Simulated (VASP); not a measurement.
# TiC (Fm-3m) in VASP: further runs

Aim: see how the results for TiC move with the level of theory and the settings. Levels: PBE, RPBE. Tasks: single point.

Everything below comes from runs of VASP 6.6.1. Logs are shortened: lines on timing, memory, paths and dates and some standing lists are left out, and cuts for length are marked.

### 1 The cell of the first run

Symmetry: Fm-3m, No. 225, cubic system. Conventional cell: a = 4.333 Å, b = 4.333 Å, c = 4.333 Å, α = 90.00°, β = 90.00°, γ = 90.00°. Within 2.9 Å of Ti (site symmetry m-3m) lie 6 C at 2.17 Å. C (site symmetry m-3m) has 6 Ti at 2.17 Å within 2.9 Å.

### 2 Single point, PBE

INCAR reads:

```
PREC = Accurate
ENCUT = 520
EDIFF = 1E-6
ISMEAR = -1
SIGMA = 0.05
LREAL = False
LASPH = True
NELM = 60
ALGO = Normal
ISIF = 2
LWAVE = False
LCHARG = False
GGA = PE
NBANDS = 15
```

KPOINTS reads:

```
Automatic mesh
0
Gamma
  11 11 11
```

POSCAR reads:

```
TiC
1.0
    0.0000000000      2.1664354129      2.1664354129
    2.1664354129      0.0000000000      2.1664354129
    2.1664354129      2.1664354129      0.0000000000
Ti C
1 1
Direct
    0.0000000000      0.0000000000      0.0000000000
    0.5000000000      0.5000000000      0.5000000000
```

Potentials or basis: VASP PAW PBE potentials, release 64 (Ti_sv, C).

Run with:

```bash
> cat potpaw_PBE.64/Ti_sv/POTCAR potpaw_PBE.64/C/POTCAR > POTCAR
> mpirun -np 1 vasp_std > vasp.out
```

OUTCAR:

```text
PREC = Accurate
   ENCUT = 520
   EDIFF = 1E-6
   ISMEAR = -1
   LREAL = False
   LASPH = True
   NELM = 60
   ISIF = 2
   GGA = PE

 ion  position               nearest neighbor table
   1  0.000  0.000  0.000-   2 2.17   2 2.17   2 2.17   2 2.17   2 2.17   2 2.17
   2  0.500  0.500  0.500-   1 2.17   1 2.17   1 2.17   1 2.17   1 2.17   1 2.17

  LATTYP: Found a face centered cubic cell.
 ALAT       =     4.3328708258

  Lattice vectors:

 A1 = (   0.0000000000,   2.1664354129,   2.1664354129)
 A2 = (   2.1664354129,   0.0000000000,   2.1664354129)
 A3 = (   2.1664354129,   2.1664354129,   0.0000000000)

Analysis of symmetry for initial positions (statically):
=====================================================================
 Subroutine PRICEL returns:
 Original cell was already a primitive cell.

 Routine SETGRP: Setting up the symmetry group for a
 face centered cubic supercell.

 Subroutine GETGRP returns: Found 48 space group operations
[... 9 lines left out ...]

 Routine SETGRP: Setting up the symmetry group for a
 face centered cubic supercell.

 Subroutine GETGRP returns: Found 48 space group operations
[... 11 lines left out ...]
                                     Primitive cell

  volume of cell :      20.3361

  direct lattice vectors                    reciprocal lattice vectors
     0.000000000  2.166435413  2.166435413    -0.230793864  0.230793864  0.230793864
     2.166435413  0.000000000  2.166435413     0.230793864 -0.230793864  0.230793864
     2.166435413  2.166435413  0.000000000     0.230793864  0.230793864 -0.230793864

  length of vectors
     3.063802343  3.063802343  3.063802343     0.399746698  0.399746698  0.399746698

  position of ions in fractional coordinates (direct lattice)
[... 8 lines left out ...]
----------------------------------------------------------------------------------------

 KPOINTS: Automatic mesh

Automatic generation of k-mesh.
 Grid dimensions read from file:
 generate k-points for:   11   11   11

 Generating k-lattice:

  Cartesian coordinates                     Fractional coordinates (reciprocal lattice)
    -0.020981260  0.020981260  0.020981260     0.090909091  0.000000000  0.000000000
     0.020981260 -0.020981260  0.020981260     0.000000000  0.090909091  0.000000000
     0.020981260  0.020981260 -0.020981260     0.000000000  0.000000000  0.090909091

  Length of vectors
     0.036340609  0.036340609  0.036340609

  Shift w.r.t. Gamma in fractional coordinates (k-lattice)
     0.000000000  0.000000000  0.000000000

 Subroutine IBZKPT returns following result:
 ===========================================

 Found     56 irreducible k-points:

 Following reciprocal coordinates:
            Coordinates               Weight
  0.000000  0.000000  0.000000      1.000000
  0.090909  0.000000  0.000000      8.000000
  0.181818  0.000000  0.000000      8.000000
  0.272727  0.000000  0.000000      8.000000
  0.363636  0.000000  0.000000      8.000000
  0.454545  0.000000  0.000000      8.000000
[... 16 lines left out ...]
 -0.272727  0.181818  0.000000     24.000000
 -0.181818  0.181818  0.000000     12.000000
 [... further k-points ...]
   k-points           NKPTS =     56   k-points in BZ     NKDIM =     56   number of bands    NBANDS=     15
   number of dos      NEDOS =    301   number of ions     NIONS =      2
   total plane-waves  NPLWV =  13824
   dimension x,y,z NGX =    24 NGY =   24 NGZ =   24
   dimension x,y,z NGXF=    48 NGYF=   48 NGZF=   48
   ions per type =               1   1
   NGX,Y,Z   is equivalent  to a cutoff of  13.02, 13.02, 13.02 a.u.
   NGXF,Y,Z  is equivalent  to a cutoff of  26.05, 26.05, 26.05 a.u.
 SYSTEM =  unknown system
   PREC   = accura    normal or accurate (medium, high low for compatibility)
   ISTART =      0    job   : 0-new  1-cont  2-samecut
   ICHARG =      2    charge: 1-file 2-atom 10-const
   ISPIN  =      1    spin polarized calculation?
   LNONCOLLINEAR =      F non collinear calculations
   LSORBIT =      F    spin-orbit coupling
   LASPH  =      T    aspherical Exc in radial PAW
   ENCUT  =  520.0 eV  38.22 Ry    6.18 a.u.   5.70  5.70  5.70*2*pi/ulx,y,z
   NELM   =     60;   NELMIN=  2; NELMDL= -5     # of ELM steps
   EDIFF  = 0.1E-05   stopping-criterion for ELM
   LREAL  =      F    real-space projection
   EDIFFG = 0.1E-04   stopping-criterion for IOM
   NSW    =      0    number of steps for IOM
   IBRION =     -1    ionic relax: 0-MD 1-quasi-New 2-CG
   NFREE  =      0    steps in history (QN), initial steepest desc. (CG)
   ISIF   =      2    stress and relaxation
   ISYM   =      2    0-nonsym 1-usesym 2-fastsym
   POTIM  = 0.5000    time-step for ionic-motion
   TEBEG  =    0.0;   TEEND  =   0.0 temperature during run
   PSTRESS=    0.0 pullay stress
   NELECT =      16.0000    total number of electrons
   NUPDOWN=      -1.0000    fix difference up-down
   EMIN   =  10.00;   EMAX   =-10.00  energy-range for DOS
   EFERMI =   0.00;   METHOD = LEGACY
   ISMEAR =    -1;   SIGMA  =   0.05  broadening in eV -4-tet -1-fermi 0-gaus
   EFERMI_NEDOS =   21; number of points for ismear=-14 and -15
   IALGO  =     38    algorithm
   IMIX   =      4    mixing-type and parameters
     AMIX     =   0.40;   BMIX     =  1.00
     AMIX_MAG =   1.60;   BMIX_MAG =  1.00
  volume/ion in A,a.u.               =      10.17        68.62
  Fermi-wavevector in a.u.,A,eV,Ry     =   1.511329  2.855998 31.077285  2.284116
  Thomas-Fermi vector in A             =   2.621401
   LORBIT       =      0    0 simple, 1 ext, 2 COOP (PROOUT), +10 PAW based schemes
   GGA     = PE    functional components
   LHFCALC =     F    Hartree Fock is set to
   AEXX    =    0.0000 exact exchange contribution
   IVDW    =     0    specifies the selected vdW correction
   LEPSILON=     F    determine dielectric tensor
   LRPA    =     F    only Hartree local field effects (RPA)
 non-spin polarized calculation
  energy-cutoff  :      520.00
  volume of cell :       20.34
 maximum number of plane-waves:       560
   NGX = 11   NGY = 11   NGZ = 11

 number of electron      16.0000000 magnetization

 Free energy of the ion-electron system (eV)
  ---------------------------------------------------
  ext. energy  EPLUGINS =         0.00000000
  ---------------------------------------------------
  free energy    TOTEN  =       -18.71040176 eV

  energy without entropy =      -18.70803397  energy(sigma->0) =      -18.70921786

 E-fermi :   9.4633     XC(G=0): -12.6929

 val. band max:        9.3278515545   @ k =   0.4545   0.4545   0.0000
 cond. band min:       9.5554308580   @ k =   0.0909   0.0000   0.0000
 fundamental gap:      0.2275793035
 Fermi energy:         9.4633330727

 k-point     1 :       0.0000    0.0000    0.0000
  band No.  band energies     occupation
      1     -47.1931      2.00000
      2     -23.2176      2.00000
      3     -23.2176      2.00000
      4     -23.2176      2.00000
      5      -2.9913      2.00000
      6      10.0927      0.00001
      7      10.0927      0.00001
      8      10.0927      0.00001
      9      11.0771      0.00000
     10      11.0771      0.00000
     11      11.0771      0.00000
     12      11.1101      0.00000
     13      11.1101      0.00000
     14      19.8686      0.00000
     15      23.4292      0.00000

 k-point     2 :       0.0909    0.0000    0.0000
  band No.  band energies     occupation
      1     -47.1874      2.00000
      2     -23.2582      2.00000
      3     -23.2214      2.00000
      4     -23.2214      2.00000
      5      -2.8055      2.00000
      6       9.2795      1.95064
      7       9.5554      0.27364
      8       9.5554      0.27364
      9      10.4172      0.00000
     10      10.4172      0.00000
     11      11.4702      0.00000
     12      12.5770      0.00000
     13      12.5770      0.00000
     14      20.1909      0.00000
     15      23.4840      0.00000

 k-point     3 :       0.1818    0.0000    0.0000
  band No.  band energies     occupation
      1     -47.1720      2.00000
      2     -23.3659      2.00000
      3     -23.2317      2.00000
      4     -23.2317      2.00000
      5      -2.2724      2.00000
      6       7.8414      2.00000
      7       8.4228      2.00000
      8       8.4228      2.00000
      9      10.7599      0.00000
     10      10.7599      0.00000
     11      11.9042      0.00000
     12      14.1235      0.00000
     13      14.1235      0.00000
     14      20.7166      0.00000
     15      23.4557      0.00000

 k-point     4 :       0.2727    0.0000    0.0000
  band No.  band energies     occupation
      1     -47.1518      2.00000
      2     -23.5042      2.00000
      3     -23.2450      2.00000
      4     -23.2450      2.00000
      5      -1.4620      2.00000
      6       6.2818      2.00000
      7       7.5052      2.00000
      8       7.5052      2.00000
      9      11.3077      0.00000
     10      11.3077      0.00000
     11      12.3409      0.00000
     12      15.5728      0.00000
     13      15.5728      0.00000
     14      20.2133      0.00000
     15      24.0043      0.00000
[... 307 lines left out ...]
 k-point    22 :      -0.3636    0.1818    0.0000
  band No.  band energies     occupation
      1     -47.1154      2.00000
      2     -23.6341      2.00000
      3     -23.3736      2.00000
      4     -23.2767      2.00000
      5       0.0883      2.00000
      6       4.4518      2.00000
      7       6.5536      2.00000
      8       6.7511      2.00000
      9      11.9459      0.00000
     10      12.2916      0.00000
     11      13.2079      0.00000
     12      15.4382      0.00000
     13      17.2131      0.00000
     14      19.7639      0.00000
     15      23.4274      0.00000

 k-point    23 :      -0.2727    0.1818    0.0000
  band No.  band energies     occupation
      1     -47.1279      2.00000
      2     -23.5686      2.00000
      3     -23.3628      2.00000
      4     -23.2553      2.00000
      5      -0.5328      2.00000
      6       5.1813      2.00000
      7       6.8736      2.00000
      8       6.9229      2.00000
      9      11.4107      0.00000
     10      12.3551      0.00000
     11      13.1651      0.00000
     12      14.5150      0.00000
     13      17.2991      0.00000
     14      20.4590      0.00000
     15      23.0033      0.00000

 k-point    24 :      -0.1818    0.1818    0.0000
  band No.  band energies     occupation
      1     -47.1450      2.00000
      2     -23.4880      2.00000
      3     -23.3241      2.00000
      4     -23.2373      2.00000
      5      -1.2737      2.00000
      6       6.1582      2.00000
      7       7.2391      2.00000
      8       7.4709      2.00000
      9      10.9443      0.00000
     10      12.0466      0.00000
     11      12.9660      0.00000
     12      13.7521      0.00000
     13      16.6409      0.00000
     14      21.1731      0.00000
     15      22.8787      0.00000

 [... further k-points ...]
[... 5 lines left out ...]
  --------------------------------------------------------------------------------------
  -------------------------------------------------------------------------------------
  Total        0.0264043      0.0264043      0.0264043     -0.0000000      0.0000000     -0.0000000
  in kB        2.0802589      2.0802589      2.0802589     -0.0000000      0.0000000     -0.0000000
  external PRESSURE =       2.0802589 kB  Pullay stress =       0.0000000 kB

 VOLUME and BASIS-vectors are now :
 -----------------------------------------------------------------------------
  energy-cutoff  :      520.00
  volume of cell :       20.34
      direct lattice vectors                 reciprocal lattice vectors
     0.000000000  2.166435413  2.166435413    -0.230793864  0.230793864  0.230793864
     2.166435413  0.000000000  2.166435413     0.230793864 -0.230793864  0.230793864
     2.166435413  2.166435413  0.000000000     0.230793864  0.230793864 -0.230793864

 POSITION                                       TOTAL-FORCE (eV/Angst)
 -----------------------------------------------------------------------------------
      0.00000      0.00000      0.00000         0.000000     -0.000000      0.000000
      2.16644      2.16644      2.16644        -0.000000      0.000000     -0.000000
 -----------------------------------------------------------------------------------
    total drift:                                0.000000     -0.000000     -0.000000

  FREE ENERGIE OF THE ION-ELECTRON SYSTEM (eV)
  ---------------------------------------------------
  free  energy   TOTEN  =       -18.7104017551 eV

  energy  without entropy=      -18.7080339736  energy(sigma->0) =      -18.70921786
```

Wall time 26 s (1 thread of AMD EPYC 7R43 (Zen 3), shared host); peak memory 0.11 GiB.

What came out:

```yaml
Free_energy: -18.7104 eV
Pressure: 0.2 GPa
Band_gap_on_the_k_mesh: zero (band 8 reaches 10.09 eV, above the bottom of band 9 at 8.99 eV)
```

(Part 1 of 2 ends here.)
